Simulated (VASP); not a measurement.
Set up this calculation in VASP 6.6.1, as the native input.

| Quantity | Value |
| --- | --- |
| Task | single point |
| Functional | PBE |
| Potentials or basis | VASP PAW PBE potentials, release 64 (Te, Pb_d) |
| Cutoff | 520 eV |
| k mesh | 10 × 10 × 10 |
| Occupations | fermi-dirac, width 0.08 eV |
| Spin | no spin polarisation |
| Dipole correction | no |
| Further INCAR settings | ALGO = Normal; EDIFF = 1e-07; NBANDS = 17 |

The structure of TePb lies in POSCAR:

```
TePb
1.0
    4.0022870000      0.0000000000      0.0000000000
    0.0000000000      4.0022870000      0.0000000000
    0.0000000000      0.0000000000      4.0022870000
Te Pb
1 1
Direct
    0.5000000000      0.5000000000      0.5000000000
    0.0000000000      0.0000000000      0.0000000000
```

These files were run (other wordings do the same):

INCAR

```
SYSTEM = TePb
  ALGO = Normal
  EDIFF = 1E-7
  ENCUT = 520
  GGA = PE
  ISIF = 2
  ISMEAR = -1
  LASPH = .True.
  LCHARG = .False.
  LREAL = .False.
  LWAVE = .False.
  NBANDS = 17
  NELM = 100
  PREC = Accurate
  SIGMA = 0.08
```

KPOINTS

```
k-points
0
Gamma
  10 10 10
  0 0 0
```

Potentials or basis: VASP PAW PBE potentials, release 64 (Te, Pb_d).

The run is started by

```bash
$ cat potpaw_PBE.64/Te/POTCAR potpaw_PBE.64/Pb_d/POTCAR > POTCAR
$ mpirun -np 1 vasp_std > vasp.out
```

Results of the run:

```
Pressure               : -0.3 GPa
Band gap on the k mesh : zero (band 10 reaches 6.59 eV, above the bottom of band 11 at 5.35 eV)
```

Caveat: spin-orbit coupling is left out, which moves the levels of the heavy elements.

Run time: 20 s on 1 thread of Intel(R) Xeon(R) 6975P-C (Granite Rapids), on a shared host, peak memory 0.2 GiB.
